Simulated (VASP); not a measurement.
# Pd (Im-3m) in VASP: notebook

The runs below take Pd through single point, with PBE, LDA.

Program: VASP 6.6.1. These are calculated values, not measurements. Logs are shortened: lines on timing, memory, paths and dates and some standing lists are left out, and cuts for length are marked.

## (1) The cell of the first run

Symmetry: Im-3m, No. 229, cubic system. Conventional cell: a = 3.145 Å, b = 3.145 Å, c = 3.145 Å, α = 90.00°, β = 90.00°, γ = 90.00°. Pd (site symmetry m-3m) has 14 Pd at 2.72 to 3.14 Å within 3.6 Å.

## (2) Single point, PBE

INCAR reads:

```
SYSTEM = Pd
PREC     = Accurate       ! precision mode
ENCUT    = 520            ! plane-wave cutoff, eV
EDIFF    = 1E-6           ! SCF threshold, eV
ISMEAR   = 0              ! smearing method
SIGMA    = 0.1            ! smearing width, eV
LREAL    = .False.        ! projectors in reciprocal space
LASPH    = .True.         ! aspherical terms in the spheres
NELM     = 80             ! most SCF steps
ALGO     = Fast           ! electronic algorithm
ISIF     = 2              ! what is computed and relaxed
LWAVE    = .False.        ! write WAVECAR
LCHARG   = .True.         ! write CHGCAR
GGA      = PE             ! functional
LELF     = .True.         ! ELF
LVHAR    = .True.       
NBANDS   = 11             ! bands
```

KPOINTS reads:

```
Automatic mesh
0
Gamma
  12 12 12
  0 0 0
```

POSCAR reads:

```
Pd
1.0
    2.7232705800      0.0000000000      0.0000000000
   -0.9077568598      2.5675241256      0.0000000000
   -0.9077568598     -1.2837620624      2.2235411178
Pd
1
Direct
    0.0000000000      0.0000000000      0.0000000000
```

Potentials or basis: VASP PAW PBE potentials, release 64 (Pd).

Started as:

```
$ cat potpaw_PBE.64/Pd/POTCAR > POTCAR
$ mpirun -np 1 vasp_std > vasp.out
```

OUTCAR:

```text
SYSTEM = Pd
   PREC = Accurate
   ENCUT = 520
   EDIFF = 1E-6
   ISMEAR = 0
   LREAL = .False.
   LASPH = .True.
   NELM = 80
   ISIF = 2
   GGA = PE

 ion  position               nearest neighbor table
   1  0.000  0.000  0.000-

  LATTYP: Found a body centered cubic cell.
 ALAT       =     3.1445620049

  Lattice vectors:

 A1 = (   2.7232705800,   0.0000000000,   0.0000000000)
 A2 = (  -0.9077568598,   2.5675241256,   0.0000000000)
 A3 = (  -0.9077568598,  -1.2837620624,   2.2235411178)

Analysis of symmetry for initial positions (statically):
=====================================================================
 Subroutine PRICEL returns:
 Original cell was already a primitive cell.

 Routine SETGRP: Setting up the symmetry group for a
 body centered cubic supercell.

 Subroutine GETGRP returns: Found 48 space group operations
[... 9 lines left out ...]

 Routine SETGRP: Setting up the symmetry group for a
 body centered cubic supercell.

 Subroutine GETGRP returns: Found 48 space group operations
[... 11 lines left out ...]
                                     Primitive cell

  volume of cell :      15.5471

  direct lattice vectors                    reciprocal lattice vectors
     2.723270580  0.000000000  0.000000000     0.367205524  0.129826758  0.224866541
    -0.907756860  2.567524126  0.000000000     0.000000000  0.389480274  0.224866541
    -0.907756860 -1.283762062  2.223541118     0.000000000  0.000000000  0.449733082

  length of vectors
     2.723270580  2.723270580  2.723270580     0.449733082  0.449733082  0.449733082

  position of ions in fractional coordinates (direct lattice)
     0.000000000  0.000000000  0.000000000

  ion indices of the primitive-cell ions
   primitive index   ion index
                 1           1

----------------------------------------------------------------------------------------

 KPOINTS: Automatic mesh

Automatic generation of k-mesh.
 Grid dimensions read from file:
 generate k-points for:   12   12   12

 Generating k-lattice:

  Cartesian coordinates                     Fractional coordinates (reciprocal lattice)
     0.030600460  0.010818896  0.018738878     0.083333333  0.000000000 -0.000000000
     0.000000000  0.032456690  0.018738878     0.000000000  0.083333333 -0.000000000
     0.000000000  0.000000000  0.037477757     0.000000000  0.000000000  0.083333333

  Length of vectors
     0.037477757  0.037477757  0.037477757

  Shift w.r.t. Gamma in fractional coordinates (k-lattice)
     0.000000000  0.000000000  0.000000000

 Subroutine IBZKPT returns following result:
 ===========================================

 Found     72 irreducible k-points:

 Following reciprocal coordinates:
            Coordinates               Weight
  0.000000  0.000000  0.000000      1.000000
  0.083333 -0.000000  0.000000     12.000000
  0.166667 -0.000000  0.000000     12.000000
  0.250000  0.000000  0.000000     12.000000
  0.333333 -0.000000  0.000000     12.000000
  0.416667  0.000000  0.000000     12.000000
[... 16 lines left out ...]
  0.333333  0.083333  0.083333     24.000000
  0.416667  0.083333  0.083333     12.000000
 [... further k-points ...]
   k-points           NKPTS =     72   k-points in BZ     NKDIM =     72   number of bands    NBANDS=     11
   number of dos      NEDOS =    301   number of ions     NIONS =      1
   total plane-waves  NPLWV =   8000
   dimension x,y,z NGX =    20 NGY =   20 NGZ =   20
   dimension x,y,z NGXF=    40 NGYF=   40 NGZF=   40
   ions per type =               1
   NGX,Y,Z   is equivalent  to a cutoff of  12.21, 12.21, 12.21 a.u.
   NGXF,Y,Z  is equivalent  to a cutoff of  24.42, 24.42, 24.42 a.u.
 SYSTEM =  Pd
   PREC   = accura    normal or accurate (medium, high low for compatibility)
   ISTART =      0    job   : 0-new  1-cont  2-samecut
   ICHARG =      2    charge: 1-file 2-atom 10-const
   ISPIN  =      1    spin polarized calculation?
   LNONCOLLINEAR =      F non collinear calculations
   LSORBIT =      F    spin-orbit coupling
   LASPH  =      T    aspherical Exc in radial PAW
   ENCUT  =  520.0 eV  38.22 Ry    6.18 a.u.   5.06  5.06  5.06*2*pi/ulx,y,z
   NELM   =     80;   NELMIN=  2; NELMDL= -5     # of ELM steps
   EDIFF  = 0.1E-05   stopping-criterion for ELM
   LREAL  =      F    real-space projection
   EDIFFG = 0.1E-04   stopping-criterion for IOM
   NSW    =      0    number of steps for IOM
   IBRION =     -1    ionic relax: 0-MD 1-quasi-New 2-CG
   NFREE  =      0    steps in history (QN), initial steepest desc. (CG)
   ISIF   =      2    stress and relaxation
   ISYM   =      2    0-nonsym 1-usesym 2-fastsym
   POTIM  = 0.5000    time-step for ionic-motion
   TEBEG  =    0.0;   TEEND  =   0.0 temperature during run
   PSTRESS=    0.0 pullay stress
   NELECT =      10.0000    total number of electrons
   NUPDOWN=      -1.0000    fix difference up-down
   EMIN   =  10.00;   EMAX   =-10.00  energy-range for DOS
   EFERMI =   0.00;   METHOD = LEGACY
   ISMEAR =     0;   SIGMA  =   0.10  broadening in eV -4-tet -1-fermi 0-gaus
   EFERMI_NEDOS =   21; number of points for ismear=-14 and -15
   IALGO  =     68    algorithm
   IMIX   =      4    mixing-type and parameters
     AMIX     =   0.40;   BMIX     =  1.00
     AMIX_MAG =   1.60;   BMIX_MAG =  1.00
  volume/ion in A,a.u.               =      15.55       104.92
  Fermi-wavevector in a.u.,A,eV,Ry     =   1.413160  2.670485 27.171122  1.997021
  Thomas-Fermi vector in A             =   2.534834
   LORBIT       =      0    0 simple, 1 ext, 2 COOP (PROOUT), +10 PAW based schemes
   GGA     = PE    functional components
   LHFCALC =     F    Hartree Fock is set to
   AEXX    =    0.0000 exact exchange contribution
   IVDW    =     0    specifies the selected vdW correction
   LEPSILON=     F    determine dielectric tensor
   LRPA    =     F    only Hartree local field effects (RPA)
 non-spin polarized calculation
 RMM-DIIS sequential band-by-band and
 Gauss-broadening in eV      SIGMA  =   0.10
  energy-cutoff  :      520.00
  volume of cell :       15.55
 maximum number of plane-waves:       430
   NGX = 11   NGY = 11   NGZ = 11

 number of electron      10.0000005 magnetization

 Free energy of the ion-electron system (eV)
  ---------------------------------------------------
  ext. energy  EPLUGINS =         0.00000000
  ---------------------------------------------------
  free energy    TOTEN  =        -5.17857939 eV

  energy without entropy =       -5.17240481  energy(sigma->0) =       -5.17549210

 E-fermi :   8.9040     XC(G=0): -12.8539

 val. band max:        8.8928989769   @ k =  -0.2500   0.2500   0.1667
 cond. band min:       8.9739937289   @ k =  -0.4167   0.4167   0.2500
 fundamental gap:      0.0810947521
 Fermi energy:         8.9040097778

 k-point     1 :       0.0000    0.0000    0.0000
  band No.  band energies     occupation
      1       2.1890      2.00000
      2       6.1913      2.00000
      3       6.1913      2.00000
      4       6.1913      2.00000
      5       8.0326      2.00000
      6       8.0326      2.00000
      7      28.1923      0.00000
      8      28.1923      0.00000
      9      28.1923      0.00000
     10      36.2086      0.00000
     11      36.2097      0.00000

 k-point     2 :       0.0833   -0.0000    0.0000
  band No.  band energies     occupation
      1       2.4421      2.00000
      2       6.1091      2.00000
      3       6.1949      2.00000
      4       6.3668      2.00000
      5       7.9400      2.00000
      6       8.0390      2.00000
      7      27.9614      0.00000
      8      28.2013      0.00000
      9      28.4834      0.00000
     10      34.2519      0.00000
     11      34.8870      0.00000

 k-point     3 :       0.1667   -0.0000    0.0000
  band No.  band energies     occupation
      1       3.1321      2.00000
      2       5.8912      2.00000
      3       6.2099      2.00000
      4       6.8693      2.00000
      5       7.7754      2.00000
      6       8.0617      2.00000
      7      26.6784      0.00000
      8      27.7708      0.00000
      9      29.2838      0.00000
     10      33.1975      0.00000
     11      33.2405      0.00000

 k-point     4 :       0.2500    0.0000    0.0000
  band No.  band energies     occupation
      1       3.9200      2.00000
      2       5.6079      2.00000
      3       6.4693      2.00000
      4       7.6213      2.00000
      5       7.7332      2.00000
      6       8.1063      2.00000
      7      23.9746      0.00000
      8      26.5321      0.00000
      9      30.3868      0.00000
     10      30.9238      0.00000
     11      32.8896      0.00000

 k-point     5 :       0.3333   -0.0000    0.0000
  band No.  band energies     occupation
      1       4.1831      2.00000
      2       5.3393      2.00000
      3       7.5399      2.00000
      4       7.8842      2.00000
      5       8.1672      2.00000
      6       8.4729      2.00000
      7      20.7758      0.00000
      8      25.1966      0.00000
      9      28.5548      0.00000
     10      31.4888      0.00000
     11      33.1927      0.00000
[... 211 lines left out ...]
 k-point    21 :       0.1667    0.0833    0.0833
  band No.  band energies     occupation
      1       4.3628      2.00000
      2       5.5518      2.00000
      3       5.8127      2.00000
      4       7.8612      2.00000
      5       8.0599      2.00000
      6       8.5093      2.00000
      7      24.1511      0.00000
      8      25.4046      0.00000
      9      26.9828      0.00000
     10      30.4595      0.00000
     11      36.3565      0.00000

 k-point    22 :       0.2500    0.0833    0.0833
  band No.  band energies     occupation
      1       4.5989      2.00000
      2       5.3055      2.00000
      3       6.5069      2.00000
      4       7.9132      2.00000
      5       8.1646      2.00000
      6       9.8311      0.00000
      7      20.9410      0.00000
      8      24.2683      0.00000
      9      25.4402      0.00000
     10      31.6715      0.00000
     11      36.1927      0.00000

 k-point    23 :       0.3333    0.0833    0.0833
  band No.  band energies     occupation
      1       4.4503      2.00000
      2       5.1437      2.00000
      3       7.4935      2.00000
      4       8.0015      2.00000
      5       8.2328      2.00000
      6      11.3788      0.00000
      7      17.9857      0.00000
      8      23.4798      0.00000
      9      24.3769      0.00000
     10      32.6259      0.00000
     11      35.8805      0.00000

 k-point    24 :       0.4167    0.0833    0.0833
  band No.  band energies     occupation
      1       4.3715      2.00000
      2       5.0875      2.00000
      3       7.9244      2.00000
      4       8.0384      2.00000
      5       8.2570      2.00000
      6      12.4238      0.00000
      7      16.4290      0.00000
      8      23.2002      0.00000
      9      23.9696      0.00000
     10      32.9729      0.00000
     11      35.9406      0.00000

 [... further k-points ...]
[... 5 lines left out ...]
  --------------------------------------------------------------------------------------
  -------------------------------------------------------------------------------------
  Total       -0.1331354     -0.1331354     -0.1331354     -0.0000000     -0.0000000     -0.0000000
  in kB      -13.7199852    -13.7199852    -13.7199852     -0.0000000     -0.0000000     -0.0000000
  external PRESSURE =     -13.7199852 kB  Pullay stress =       0.0000000 kB

 VOLUME and BASIS-vectors are now :
 -----------------------------------------------------------------------------
  energy-cutoff  :      520.00
  volume of cell :       15.55
      direct lattice vectors                 reciprocal lattice vectors
     2.723270580  0.000000000  0.000000000     0.367205524  0.129826758  0.224866541
    -0.907756860  2.567524126  0.000000000     0.000000000  0.389480274  0.224866541
    -0.907756860 -1.283762062  2.223541118     0.000000000  0.000000000  0.449733082

 POSITION                                       TOTAL-FORCE (eV/Angst)
 -----------------------------------------------------------------------------------
      0.00000      0.00000      0.00000        -0.000000     -0.000000      0.000000
 -----------------------------------------------------------------------------------
    total drift:                               -0.000000      0.000000      0.000000

  FREE ENERGIE OF THE ION-ELECTRON SYSTEM (eV)
  ---------------------------------------------------
  free  energy   TOTEN  =        -5.1785793865 eV

  energy  without entropy=       -5.1724048135  energy(sigma->0) =       -5.17549210
```

Wall time 8.5 s (1 thread of Intel Xeon Platinum 8259CL at 2.50GHz (Skylake/Cascade Lake), shared host); peak memory 0.13 GiB.

What came out:

```yaml
Free_energy: -5.1786 eV
Pressure: -1.4 GPa
Band_gap_on_the_k_mesh: zero (band 5 reaches 9.47 eV, above the bottom of band 6 at 7.93 eV)
```

## (3) Single point, PBE

INCAR reads:

```
SYSTEM = Pd
  PREC = Accurate
  ENCUT = 520
  EDIFF = 1E-7
  ISMEAR = 0
  SIGMA = 0.02
  LREAL = .FALSE.
  LASPH = .TRUE.
  NELM = 100
  ALGO = Normal
  ISIF = 2
  LWAVE = .FALSE.
  LCHARG = .FALSE.
  GGA = PE
  NBANDS = 11
```

KPOINTS reads:

```
Automatic mesh
0
G
  12 12 12
  0 0 0
```

POSCAR is that of step 2.

Potentials or basis: VASP PAW PBE potentials, release 64 (Pd).

Started as:

```
$ cat potpaw_PBE.64/Pd/POTCAR > POTCAR
$ mpirun -np 1 vasp_std > vasp.out
```

Run time: 8.7 s. Hardware: 1 thread of Intel Xeon Platinum 8259CL at 2.50GHz (Skylake/Cascade Lake), shared host; peak memory 0.13 GiB.

It converged, with:

| Property | Result |
| --- | --- |
| Free energy | -5.1753 eV |
| Pressure | -1.5 GPa |
| Band gap on the k mesh | zero (band 5 reaches 9.47 eV, above the bottom of band 6 at 7.93 eV) |

Levels at points of the mesh, in eV from the Fermi level:
```
           k point  band 2  band 3  band 4  band 5  band 6  band 7  band 8  band 9
(0.00, 0.00, 0.00)   -2.69   -2.69   -2.69   -0.85   -0.85   19.31   19.31   19.31
(0.50, 0.00, 0.00)   -3.80   -0.92   -0.64    0.58    1.54    7.57   15.06   17.40
(0.50, 0.50, 0.50)   -4.79    0.23    0.23    0.23    9.09    9.09    9.09   16.95
```

(Continued in part 2 of 2.)
